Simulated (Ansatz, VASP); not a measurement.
**Pt in VASP and in Ansatz**

```
Pt
1.0
     0.00000    1.98505    1.98505
     1.98505    0.00000    1.98505
     1.98505    1.98505    0.00000
Pt
1
Direct
  0.00000 0.00000 0.00000
```

Alike in both runs: functional PBE; k mesh 56 × 56 × 56; occupations gaussian, width 0.1 eV; no spin polarisation.

Ansatz relaxed the structure, and its values are those at the end. VASP's run is a single point on that final structure, the one shown.

|  | VASP | Ansatz |
| --- | --- | --- |
| version | VASP 6.6.1 | Ansatz 0.2.0 |
| potentials or method | VASP PAW PBE potentials, release 64 (Pt) | scalar-relativistic, plane waves, PAW |
| plane-wave cutoff (eV) | 520 | 420 |
| valence electrons in the cell | 10 | 18 |

Ansatz gave:

| Property | Result |
| --- | --- |
| gap on the k mesh at the Fermi level (eV) | none |
| pressure (GPa) | 0.0 |

Task: Which values does VASP return?

Result: gap on the k mesh at the Fermi level (eV): none; pressure (GPa): -0.5.

A gap of «none» marks a metal or a gap that the smearing closes. VASP's potentials hold 10 valence electrons a cell and Ansatz's 18, so a difference there can come from the potentials and not from the codes.

Spin-orbit coupling is off throughout.
